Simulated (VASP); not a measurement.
# ZnCu (Pm-3m) in VASP: further runs, part 2 of 2

VASP 6.6.1. The steps go on from the part before.

## (3) Single point, PBEsol

This run uses another cell than the first one, of 11.57 Å³/atom, 0.971 times its volume.

File INCAR:

```
ALGO = Normal
EDIFF = 1E-6
ENCUT = 520
GGA = PS
ISIF = 2
ISMEAR = -1
LASPH = True
LCHARG = False
LREAL = False
LWAVE = False
NBANDS = 18
NELM = 100
PREC = Accurate
SIGMA = 0.05
```

File KPOINTS:

```
k-points
0
Gamma
  9 9 9
```

File POSCAR:

```
ZnCu
1.0
    2.8497986443      0.0000000000      0.0000000000
    0.0000000000      2.8497986443      0.0000000000
    0.0000000000      0.0000000000      2.8497986443
Zn Cu
1 1
Direct
    0.5000000000      0.5000000000      0.5000000000
    0.0000000000      0.0000000000      0.0000000000
```

Potentials or basis: VASP PAW PBE potentials, release 64 (Zn, Cu).

Started as:

```bash
> cat potpaw_PBE.64/Zn/POTCAR potpaw_PBE.64/Cu/POTCAR > POTCAR
> mpirun -np 1 vasp_std > vasp.out
```

It took 12 s on 1 thread of Intel Xeon Platinum 8488C (Sapphire Rapids), shared host; peak memory 0.14 GiB.

The run converged. Its results:

| Quantity | Value |
| --- | --- |
| Free energy | -6.0301 eV |
| Pressure | 10.8 GPa |

Levels at points of the mesh, in eV from the Fermi level:
```csv
k point,band 8,band 9,band 10,band 11,band 12,band 13,band 14,band 15
"(0.00, 0.00, 0.00)",-3.92,-2.96,-2.96,-2.96,6.50,6.50,6.50,11.85
```

Caveat: the PAW data sets were made with another functional, which shifts forces and pressure a little.

## (4) Single point, PBEsol

This run uses another cell than the first one, of 12.32 Å³/atom, 1.034 times its volume.

File INCAR:

```
SYSTEM = ZnCu
PREC = Accurate ; ENCUT = 520
EDIFF = 1E-7 ; ISMEAR = -1
SIGMA = 0.05 ; LREAL = .False.
LASPH = .True. ; NELM = 100
ALGO = Normal ; ISIF = 2
LWAVE = .False. ; LCHARG = .False.
GGA = PS ; NBANDS = 18
```

File KPOINTS:

```
regular mesh
0
Gamma
  9 9 9
  0 0 0
```

File POSCAR:

```
ZnCu
1.0
    2.9101227790      0.0000000000      0.0000000000
    0.0000000000      2.9101227790      0.0000000000
    0.0000000000      0.0000000000      2.9101227790
Zn Cu
1 1
Direct
    0.5000000000      0.5000000000      0.5000000000
    0.0000000000      0.0000000000      0.0000000000
```

Potentials or basis: VASP PAW PBE potentials, release 64 (Zn, Cu).

Started as:

```bash
> cat potpaw_PBE.64/Zn/POTCAR potpaw_PBE.64/Cu/POTCAR > POTCAR
> mpirun -np 1 vasp_std > vasp.out
```

OUTCAR:

```text
SYSTEM = ZnCu
   PREC = Accurate
   ENCUT = 520
   EDIFF = 1E-7
   ISMEAR = -1
   LREAL = .False.
   LASPH = .True.
   NELM = 100
   ISIF = 2
   GGA = PS

 ion  position               nearest neighbor table
   1  0.500  0.500  0.500-   2 2.52   2 2.52   2 2.52   2 2.52   2 2.52   2 2.52   2 2.52   2 2.52

   2  0.000  0.000  0.000-   1 2.52   1 2.52   1 2.52   1 2.52   1 2.52   1 2.52   1 2.52   1 2.52

  LATTYP: Found a simple cubic cell.
 ALAT       =     2.9101227790

  Lattice vectors:

[... 191 lines left out ...]
      5      -1.4744      2.00000
      6      -1.4744      2.00000
[... 481 lines left out ...]
      5      -1.3841      2.00000
      6       0.5036      2.00000
[... 10 lines left out ...]
     17      21.3329      0.00000
     18      22.4800      0.00000

 [... further k-points ...]
[... 5 lines left out ...]
  --------------------------------------------------------------------------------------
  -------------------------------------------------------------------------------------
  Total        0.1061500      0.1061500      0.1061500      0.0000000     -0.0000000      0.0000000
  in kB        6.9007587      6.9007587      6.9007587      0.0000000     -0.0000000      0.0000000
  external PRESSURE =       6.9007587 kB  Pullay stress =       0.0000000 kB

 VOLUME and BASIS-vectors are now :
 -----------------------------------------------------------------------------
  energy-cutoff  :      520.00
  volume of cell :       24.65
      direct lattice vectors                 reciprocal lattice vectors
     2.910122779  0.000000000  0.000000000     0.343628113  0.000000000  0.000000000
     0.000000000  2.910122779  0.000000000     0.000000000  0.343628113  0.000000000
     0.000000000  0.000000000  2.910122779     0.000000000  0.000000000  0.343628113

 POSITION                                       TOTAL-FORCE (eV/Angst)
 -----------------------------------------------------------------------------------
      1.45506      1.45506      1.45506         0.000000      0.000000      0.000000
      0.00000      0.00000      0.00000         0.000000      0.000000      0.000000
 -----------------------------------------------------------------------------------
    total drift:                                0.000000      0.000000     -0.000000

  FREE ENERGIE OF THE ION-ELECTRON SYSTEM (eV)
  ---------------------------------------------------
  free  energy   TOTEN  =        -6.0818855018 eV

  energy  without entropy=       -6.0778776847  energy(sigma->0) =       -6.07988159
```

OSZICAR:

```text
N       E                     dE             d eps       ncg     rms          rms(c)
DAV:   1     0.112213216215E+03    0.11221E+03   -0.11398E+04  1380   0.216E+03
DAV:   2    -0.264992249866E+01   -0.11486E+03   -0.11044E+03  1264   0.300E+02
DAV:   3    -0.739686857117E+01   -0.47469E+01   -0.46598E+01  1400   0.753E+01
DAV:   4    -0.743456584901E+01   -0.37697E-01   -0.37685E-01  1464   0.629E+00
DAV:   5    -0.743507423108E+01   -0.50838E-03   -0.50837E-03  1416   0.736E-01    0.106E+01
DAV:   6    -0.721613743255E+01    0.21894E+00   -0.17647E+01  1350   0.102E+02    0.659E+00
DAV:   7    -0.609384015430E+01    0.11223E+01   -0.37472E+00  1358   0.108E+02    0.237E+00
DAV:   8    -0.609201154307E+01    0.18286E-02   -0.17295E-01  1628   0.548E+00    0.131E+00
DAV:   9    -0.608197731102E+01    0.10034E-01   -0.10140E-02  1586   0.215E+00    0.957E-02
DAV:  10    -0.608189690362E+01    0.80407E-04   -0.96329E-04  1862   0.759E-01    0.479E-02
DAV:  11    -0.608188577455E+01    0.11129E-04   -0.10431E-04  1686   0.292E-01    0.110E-02
DAV:  12    -0.608188562472E+01    0.14983E-06   -0.51834E-06  1732   0.395E-02    0.966E-04
DAV:  13    -0.608188547136E+01    0.15336E-06   -0.17305E-07  1090   0.574E-03    0.119E-03
DAV:  14    -0.608188550177E+01   -0.30410E-07   -0.31468E-08   686   0.437E-03
   1 F= -.60818855E+01 E0= -.60798816E+01  d E =-.400782E-02
```

It took 12 s on 1 thread of Intel Xeon Platinum 8488C (Sapphire Rapids), shared host; peak memory 0.14 GiB.

Results:

```yaml
Free_energy: -6.0819 eV
Pressure: 0.7 GPa
```

Caveat: the PAW data sets were made with another functional, which shifts forces and pressure a little.

## (5) Relaxation of cell and atoms, PBEsol

This run uses another cell than the first one, of 12.77 Å³/atom, 1.072 times its volume.

File INCAR:

```
SYSTEM = ZnCu
ALGO = Normal ; EDIFF = 1E-7
EDIFFG = -0.02 ; ENCUT = 600
GGA = PS ; IBRION = 2
ISIF = 3 ; ISMEAR = -1
LASPH = .True. ; LCHARG = .False.
LREAL = .False. ; LWAVE = .False.
NELM = 60 ; NSW = 80
PREC = Accurate ; SIGMA = 0.05
```

File KPOINTS:

```
k-points
0
Gamma
  9 9 9
  0 0 0
```

File POSCAR:

```
ZnCu
1.0
    2.9450000000      0.0000000000      0.0000000000
    0.0000000000      2.9450000000      0.0000000000
    0.0000000000      0.0000000000      2.9450000000
Zn Cu
1 1
Direct
    0.5000000000      0.5000000000      0.5000000000
    0.0000000000      0.0000000000      0.0000000000
```

Started as:

```bash
> cat potpaw_PBE.64/Zn/POTCAR potpaw_PBE.64/Cu/POTCAR > POTCAR
> mpirun -np 1 vasp_std > vasp.out
```

Run time: 40 s. Hardware: 1 thread of Intel Xeon Platinum 8488C (Sapphire Rapids), shared host; peak memory 0.15 GiB.

The run converged. Its results:

```yaml
Free_energy: -6.0825 eV
Relaxed_volume: 12.38 Å³/atom
Relaxed_cell: a = 2.915 Å, b = 2.915 Å, c = 2.915 Å, α = 90.00°, β = 90.00°, γ = 90.00°
Space_group_after_relaxing_to_0.05_Å: Pm-3m (No. 221)
Energy_gained_by_relaxing: 4.7 meV/atom
Ionic_steps: 3
Pressure_after_relaxing: 0.0 GPa
```

The path:
| step | energy change (eV) | largest force (eV/Å) | pressure (GPa) | volume (Å³) |
| --- | --- | --- | --- | --- |
| 1 | 0.0000 | 0.0000 | -3.79 | 25.54 |
| 2 | -0.0076 | 0.0000 | 1.85 | 24.44 |
| 3 | -0.0095 | 0.0000 | 0.02 | 24.77 |

Final structure:
```
Zn Cu
1.0
     2.91495    0.00000    0.00000
     0.00000    2.91495    0.00000
     0.00000    0.00000    2.91495
Zn Cu
1 1
Direct
  0.50000 0.50000 0.50000
  0.00000 0.00000 0.00000
```

Levels at points of the mesh, in eV from the Fermi level:
```csv
k point,band 7,band 8,band 9,band 10,band 11,band 12,band 13,band 14,band 15
"(0.00, 0.00, 0.00)",-3.71,-3.71,-2.84,-2.84,-2.84,6.25,6.25,6.25,11.40
```

Caveat: the PAW data sets were made with another functional, which shifts forces and pressure a little.

## (6) The runs side by side

| task | cell | cutoff (eV) | gap on the mesh (eV) | pressure (GPa) |
| --- | --- | --- | --- | --- |
| single point | a = 2.878 Å, 2 atoms | 520 | none | 5.7 |
| single point | a = 2.850 Å, 2 atoms | 520 | none | 10.8 |
| single point | a = 2.910 Å, 2 atoms | 520 | none | 0.7 |
| relaxation of cell and atoms | relaxed from a = 2.945 Å, 2 atoms | 600 | none | 0.0 |

Alike in all rows: level PBEsol; potentials or basis VASP PAW PBE potentials, release 64 (Zn, Cu); no spin polarisation; k mesh 9 × 9 × 9; smearing fermi-dirac 0.05 eV.

Caveats: the PAW data sets were made with another functional, which shifts forces and pressure a little.

Absolute energies hang on the potentials; compare differences alone.
